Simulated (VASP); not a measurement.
# Ni3Ge (Pm-3m) in VASP: a series of runs, part 2 of 2

VASP 6.6.1. Earlier steps stand in the parts before.

## Step 4: Single point, PBEsol

Input file INCAR:

```
SYSTEM = Ni3Ge
ALGO = Normal ; EDIFF = 1E-6
ENCUT = 520 ; GGA = PS
ISIF = 2 ; ISMEAR = 1
LASPH = .True. ; LCHARG = .False.
LREAL = .False. ; LWAVE = .False.
NBANDS = 30 ; NELM = 60
PREC = Accurate ; SIGMA = 0.5
```

Input file KPOINTS:

```
k-points
0
Gamma
  12 12 12
  0 0 0
```

Input file POSCAR:

```
Ni3Ge
1.0
    3.5303341067      0.0000000000      0.0000000000
    0.0000000000      3.5303341067      0.0000000000
    0.0000000000      0.0000000000      3.5303341067
Ni Ge
3 1
Direct
    0.5000000000      0.0000000000      0.5000000000
    0.0000000000      0.5000000000      0.5000000000
    0.5000000000      0.5000000000      0.0000000000
    0.0000000000      0.0000000000      0.0000000000
```

Potentials or basis: VASP PAW PBE potentials, release 64 (Ni, Ge_d).

The run is started by

```sh
> cat potpaw_PBE.64/Ni/POTCAR potpaw_PBE.64/Ge_d/POTCAR > POTCAR
> mpirun -np 1 vasp_std > vasp.out
```

OUTCAR:

```text
SYSTEM = Ni3Ge
   EDIFF = 1E-6
   ENCUT = 520
   GGA = PS
   ISIF = 2
   ISMEAR = 1
   LASPH = .True.
   LREAL = .False.
   NELM = 60
   PREC = Accurate

 ion  position               nearest neighbor table
   1  0.500  0.000  0.500-   2 2.50   3 2.50   4 2.50   3 2.50   4 2.50   2 2.50   3 2.50   3 2.50
                             2 2.50   4 2.50   4 2.50   2 2.50
   2  0.000  0.500  0.500-   1 2.50   3 2.50   4 2.50   3 2.50   4 2.50   1 2.50   4 2.50   4 2.50
                             1 2.50   3 2.50   3 2.50   1 2.50
   3  0.500  0.500  0.000-   1 2.50   2 2.50   4 2.50   1 2.50   2 2.50   1 2.50   4 2.50   1 2.50
                             2 2.50   4 2.50   2 2.50   4 2.50
   4  0.000  0.000  0.000-   1 2.50   2 2.50   3 2.50   1 2.50   2 2.50   2 2.50   3 2.50   2 2.50
                             1 2.50   3 2.50   1 2.50   3 2.50

  LATTYP: Found a simple cubic cell.
 ALAT       =     3.5303341067

  Lattice vectors:

 A1 = (   3.5303341067,   0.0000000000,   0.0000000000)
 A2 = (   0.0000000000,   3.5303341067,   0.0000000000)
 A3 = (   0.0000000000,   0.0000000000,   3.5303341067)

Analysis of symmetry for initial positions (statically):
=====================================================================
 Subroutine PRICEL returns:
 Original cell was already a primitive cell.

 Routine SETGRP: Setting up the symmetry group for a
 simple cubic supercell.

 Subroutine GETGRP returns: Found 48 space group operations
 (whereof 48 operations were pure point group operations)
 out of a pool of 48 trial point group operations.

The static configuration has the point symmetry O_h .

Analysis of symmetry for dynamics (positions and initial velocities):
=====================================================================
 Subroutine PRICEL returns:
 Original cell was already a primitive cell.

 Routine SETGRP: Setting up the symmetry group for a
 simple cubic supercell.

[... 126 lines left out ...]
   IMIX   =      4    mixing-type and parameters
     AMIX     =   0.40;   BMIX     =  1.00
     AMIX_MAG =   1.60;   BMIX_MAG =  1.00
  volume/ion in A,a.u.               =      11.00        74.23
  Fermi-wavevector in a.u.,A,eV,Ry     =   1.637105  3.093680 36.465156  2.680113
  Thomas-Fermi vector in A             =   2.728300
   LORBIT       =      0    0 simple, 1 ext, 2 COOP (PROOUT), +10 PAW based schemes
   GGA     = PS    functional components
   LHFCALC =     F    Hartree Fock is set to
   AEXX    =    0.0000 exact exchange contribution
   IVDW    =     0    specifies the selected vdW correction
   LEPSILON=     F    determine dielectric tensor
   LRPA    =     F    only Hartree local field effects (RPA)
 non-spin polarized calculation
 Methfessel and Paxton  Order N= 1 SIGMA  =   0.50
  energy-cutoff  :      520.00
  volume of cell :       44.00
 maximum number of plane-waves:      1213
 NGX is ok and might be reduce to    28
   NGX = 13   NGY = 13   NGZ = 13

 number of electron      43.9999972 magnetization

 Free energy of the ion-electron system (eV)
  ---------------------------------------------------
  ext. energy  EPLUGINS =         0.00000000
  ---------------------------------------------------
  free energy    TOTEN  =       -24.70917302 eV

  energy without entropy =      -24.81410424  energy(sigma->0) =      -24.74415009

 E-fermi :  10.2217     XC(G=0): -13.6504

 val. band max:       10.2207761090   @ k =   0.5000   0.4167   0.3333
 cond. band min:      10.2587335805   @ k =   0.5000   0.4167   0.3333
 fundamental gap:      0.0379574714
 Fermi energy:        10.2217021757

 k-point     1 :       0.0000    0.0000    0.0000
  band No.  band energies     occupation
      1     -14.3870      2.00000
      2     -14.3870      2.00000
      3     -14.3723      2.00000
      4     -14.3723      2.00000
      5     -14.3723      2.00000
      6      -2.3611      2.00000
[... 781 lines left out ...]
     29      20.0551     -0.00000
     30      21.1037      0.00000

 [... further k-points ...]

------------------------ aborting loop because EDIFF is reached ----------------------------------------

  FORCE on cell =-STRESS in cart. coord.  units (eV):
  Direction    XX          YY          ZZ          XY          YZ          ZX
  --------------------------------------------------------------------------------------
  -------------------------------------------------------------------------------------
  Total       -0.2945602     -0.2945602     -0.2945602      0.0000000     -0.0000000      0.0000000
  in kB      -10.7259872    -10.7259872    -10.7259872      0.0000000     -0.0000000      0.0000000
  external PRESSURE =     -10.7259872 kB  Pullay stress =       0.0000000 kB

 VOLUME and BASIS-vectors are now :
 -----------------------------------------------------------------------------
  energy-cutoff  :      520.00
  volume of cell :       44.00
      direct lattice vectors                 reciprocal lattice vectors
     3.530334107  0.000000000  0.000000000     0.283259309  0.000000000  0.000000000
     0.000000000  3.530334107  0.000000000     0.000000000  0.283259309  0.000000000
     0.000000000  0.000000000  3.530334107     0.000000000  0.000000000  0.283259309

 POSITION                                       TOTAL-FORCE (eV/Angst)
 -----------------------------------------------------------------------------------
      1.76517      0.00000      1.76517         0.000000      0.000000      0.000000
      0.00000      1.76517      1.76517         0.000000      0.000000      0.000000
      1.76517      1.76517      0.00000         0.000000      0.000000      0.000000
      0.00000      0.00000      0.00000         0.000000      0.000000      0.000000
 -----------------------------------------------------------------------------------
    total drift:                                0.000000      0.000000      0.000000

  FREE ENERGIE OF THE ION-ELECTRON SYSTEM (eV)
  ---------------------------------------------------
  free  energy   TOTEN  =       -24.7091730195 eV

  energy  without entropy=      -24.8141042436  energy(sigma->0) =      -24.74415009
```

stdout:

```text
POSCAR found type information on POSCAR NiGe
 POSCAR found :  2 types and       4 ions
 scaLAPACK will be used
 -----------------------------------------------------------------------------
|                                                                             |
|                                                                             |
|     You enforced a specific xc type in the INCAR file but a different       |
|     I HOPE YOU KNOW WHAT YOU ARE DOING!                                     |
|                                                                             |
 -----------------------------------------------------------------------------

 LDA part: xc-table for (Slater+PW92), standard interpolation
 POSCAR, INCAR and KPOINTS ok, starting setup
 FFT: planning ... GRIDC
 FFT: planning ... GRID_SOFT
 FFT: planning ... GRID
 WAVECAR not read
 entering main loop
```

Wall time 2 min (1 thread of Intel Xeon Platinum 8259CL at 2.50GHz (Skylake/Cascade Lake), shared host); peak memory 0.22 GiB.

Results:

```
Free energy            : -24.7092 eV
Pressure               : -1.1 GPa
Band gap on the k mesh : zero (band 22 reaches 10.21 eV, above the bottom of band 23 at 9.98 eV)
```

Levels at points of the mesh, in eV from the Fermi level:
| k point | band 19 | band 20 | band 21 | band 22 | band 23 | band 24 | band 25 | band 26 |
| --- | --- | --- | --- | --- | --- | --- | --- | --- |
| (0.00, 0.00, 0.00) | -0.62 | -0.62 | -0.32 | -0.02 | -0.02 | -0.02 | 3.93 | 6.86 |
| (0.50, 0.00, 0.00) | -1.28 | -1.18 | -0.57 | -0.02 | 3.59 | 3.59 | 4.65 | 5.74 |
| (0.50, 0.50, 0.00) | -1.24 | -1.14 | -0.98 | -0.98 | 0.60 | 0.60 | 5.69 | 6.43 |
| (0.50, 0.50, 0.50) | -1.20 | -1.20 | -0.56 | -0.24 | -0.24 | -0.24 | 0.66 | 4.18 |

Caveat: the PAW data sets were made with another functional, which shifts forces and pressure a little.

## Step 5: Single point, PBEsol

Input file INCAR:

```
  PREC = Accurate
  ENCUT = 520
  EDIFF = 1E-7
  ISMEAR = -5
  SIGMA = 0.1
  LREAL = False
  LASPH = True
  NELM = 100
  ALGO = Normal
  ISIF = 2
  LWAVE = False
  LCHARG = False
  GGA = PS
  NBANDS = 30
```

Input file KPOINTS:

```
regular mesh
0
Gamma
  12 12 12
```

POSCAR is that of step 4.

Potentials or basis: VASP PAW PBE potentials, release 64 (Ni, Ge_d).

The run is started by

```sh
> cat potpaw_PBE.64/Ni/POTCAR potpaw_PBE.64/Ge_d/POTCAR > POTCAR
> mpirun -np 1 vasp_std > vasp.out
```

OUTCAR:

```text
PREC = Accurate
   ENCUT = 520
   EDIFF = 1E-7
   ISMEAR = -5
   LREAL = False
   LASPH = True
   NELM = 100
   ISIF = 2
   GGA = PS

 ion  position               nearest neighbor table
   1  0.500  0.000  0.500-   2 2.50   3 2.50   4 2.50   3 2.50   4 2.50   2 2.50   3 2.50   3 2.50
                             2 2.50   4 2.50   4 2.50   2 2.50
   2  0.000  0.500  0.500-   1 2.50   3 2.50   4 2.50   3 2.50   4 2.50   1 2.50   4 2.50   4 2.50
                             1 2.50   3 2.50   3 2.50   1 2.50
   3  0.500  0.500  0.000-   1 2.50   2 2.50   4 2.50   1 2.50   2 2.50   1 2.50   4 2.50   1 2.50
[... 999 lines left out ...]
  --------------------------------------------------------------------------------------
  -------------------------------------------------------------------------------------
  Total       -0.2253243     -0.2253243     -0.2253243      0.0000000     -0.0000000      0.0000000
  in kB       -8.2048602     -8.2048602     -8.2048602      0.0000000     -0.0000000      0.0000000
  external PRESSURE =      -8.2048602 kB  Pullay stress =       0.0000000 kB

 VOLUME and BASIS-vectors are now :
 -----------------------------------------------------------------------------
  energy-cutoff  :      520.00
  volume of cell :       44.00
      direct lattice vectors                 reciprocal lattice vectors
     3.530334107  0.000000000  0.000000000     0.283259309  0.000000000  0.000000000
     0.000000000  3.530334107  0.000000000     0.000000000  0.283259309  0.000000000
     0.000000000  0.000000000  3.530334107     0.000000000  0.000000000  0.283259309

 POSITION                                       TOTAL-FORCE (eV/Angst)
 -----------------------------------------------------------------------------------
      1.76517      0.00000      1.76517         0.000000      0.000000      0.000000
      0.00000      1.76517      1.76517         0.000000      0.000000      0.000000
      1.76517      1.76517      0.00000         0.000000      0.000000      0.000000
      0.00000      0.00000      0.00000         0.000000      0.000000      0.000000
 -----------------------------------------------------------------------------------
    total drift:                                0.000000      0.000000      0.000000

  FREE ENERGIE OF THE ION-ELECTRON SYSTEM (eV)
  ---------------------------------------------------
  free  energy   TOTEN  =       -24.7388656265 eV

  energy  without entropy=      -24.7388656265  energy(sigma->0) =      -24.73886563
```

Wall time 2.2 min (1 thread of Intel Xeon Platinum 8259CL at 2.50GHz (Skylake/Cascade Lake), shared host); peak memory 0.23 GiB.

Results:

| Item | Value |
| --- | --- |
| Free energy | -24.7389 eV |
| Pressure | -0.8 GPa |
| Band gap on the k mesh | zero (band 22 reaches 10.23 eV, above the bottom of band 23 at 9.99 eV) |

Levels at points of the mesh, in eV from the Fermi level:
| k point | band 20 | band 21 | band 22 | band 23 | band 24 | band 25 |
| --- | --- | --- | --- | --- | --- | --- |
| (0.00, 0.00, 0.00) | -0.56 | -0.27 | 0.05 | 0.05 | 0.05 | 3.99 |
| (0.50, 0.00, 0.00) | -1.12 | -0.51 | 0.05 | 3.64 | 3.64 | 4.69 |
| (0.50, 0.50, 0.00) | -1.09 | -0.92 | -0.91 | 0.66 | 0.66 | 5.73 |
| (0.50, 0.50, 0.50) | -1.15 | -0.50 | -0.18 | -0.18 | -0.18 | 0.72 |

Caveat: the PAW data sets were made with another functional, which shifts forces and pressure a little; tetrahedron occupations give inexact forces and stress in metals. Spin polarisation is off, so any magnetic state and its effect on volume and gap are missing.

## Step 6: Overview

```tsv
k mesh	smearing	gap on the mesh (eV)	pressure (GPa)
14 × 14 × 14	gaussian 0.1 eV	none	-0.7
12 × 12 × 12	methfessel-paxton 0.3 eV	none	-0.8
12 × 12 × 12	methfessel-paxton 0.5 eV	none	-1.1
12 × 12 × 12	tetrahedron	none	-0.8
```

Alike in all rows: task single point; level PBEsol; potentials or basis VASP PAW PBE potentials, release 64 (Ni, Ge_d); no spin polarisation; cell as given; cutoff (eV) 520.

Every run on the cell as given and a fine mesh finds a metal.

Caveats: the PAW data sets were made with another functional, which shifts forces and pressure a little; tetrahedron occupations give inexact forces and stress in metals (some runs).

Absolute energies hang on the potentials; compare differences alone.
